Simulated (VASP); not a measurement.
Here is a VASP 6.6.1 calculation.

INCAR

```
  PREC = Accurate
  ENCUT = 520
  EDIFF = 1E-8
  ISMEAR = -1
  SIGMA = 0.05
  LREAL = False
  LASPH = True
  NELM = 80
  ALGO = Normal
  ISIF = 2
  LWAVE = False
  LCHARG = False
  GGA = PS
  LEFG = True
  NBANDS = 19
```

File KPOINTS:

```
Automatic mesh
0
Gamma
  14 14 7
```

The input POSCAR:

```
Cd
1.0
    2.9386125390      0.0000000000      0.0000000000
   -1.4693062694      2.5449131106      0.0000000000
    0.0000000000      0.0000000000      5.5417265038
Cd
2
Direct
    0.3333333333      0.6666666667      0.2500000000
    0.6666666667      0.3333333333      0.7500000000
```

Potentials or basis: VASP PAW PBE potentials, release 64 (Cd).

Launch:

```sh
$ cat potpaw_PBE.64/Cd/POTCAR > POTCAR
$ mpirun -np 1 vasp_std > vasp.out
```

Question: What does it give for the band gap on the k mesh?

Answer: Zero (bands 12 and 13 overlap by 4.34 eV).

Question: Predict the pressure.

Answer: 1.4 GPa.

Electric field gradients, principal values (V/Å²):
| atom | least | middle | greatest (by size) |
| --- | --- | --- | --- |
| 1 Cd | -43.831 | -43.834 | 87.665 |
| 2 Cd | -43.831 | -43.834 | 87.665 |

Caveat: without QUAD_EFG the Cq values of the log hold for a quadrupole moment of 1 mb, not for the nuclei; the PAW data sets were made with another functional, which shifts forces and pressure a little.
